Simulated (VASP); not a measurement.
**Pd: single point with B3LYP**

Crystal: Pd.

```xyz
1
Lattice="0.0000 1.9465 1.9465 1.9465 0.0000 1.9465 1.9465 1.9465 0.0000" Properties=species:S:1:pos:R:3 pbc="T T T"
Pd    0.0000    0.0000    0.0000
```

- Program: VASP 6.6.1
- Task: single point
- Functional: B3LYP
- Potentials or basis: VASP PAW PBE potentials, release 64 (Pd)
- Cutoff: 520 eV
- k mesh: 6 × 6 × 6
- Occupations: fermi-dirac, width 0.05 eV
- Spin: no spin polarisation
- Dipole correction: no
- Grid for exact exchange (PRECFOCK): Normal
- Further INCAR settings: ALGO = Normal; EDIFF = 1e-06; NBANDS = 11
- Share of exact exchange: 0.2

| Property | Result |
| --- | --- |
| Pressure | 11.8 GPa |
| Band gap on the k mesh | zero (bands 5 and 6 overlap by 2.70 eV) |

Levels at points of the mesh, in eV from the Fermi level:
| k point | band 3 | band 4 | band 5 | band 6 | band 7 | band 8 |
| --- | --- | --- | --- | --- | --- | --- |
| (0.00, 0.00, 0.00) | -3.54 | -3.54 | -1.97 | -1.97 | 19.18 | 23.96 |
| (0.50, 0.00, 0.00) | -3.65 | -0.36 | -0.36 | 2.12 | 8.87 | 18.52 |
| (0.50, 0.50, 0.00) | -0.60 | 0.70 | 0.70 | 4.65 | 12.51 | 14.96 |

Wall time 7.1 min on 1 thread of Intel(R) Xeon(R) Platinum 8488C (Sapphire Rapids), with other jobs on the host, peak memory 0.14 GiB.

Caveat: the k points lie up to 0.47 Å⁻¹ apart, too coarse for converged energies and pressures of a metal; the PAW data sets were made with another functional, which shifts forces and pressure a little.
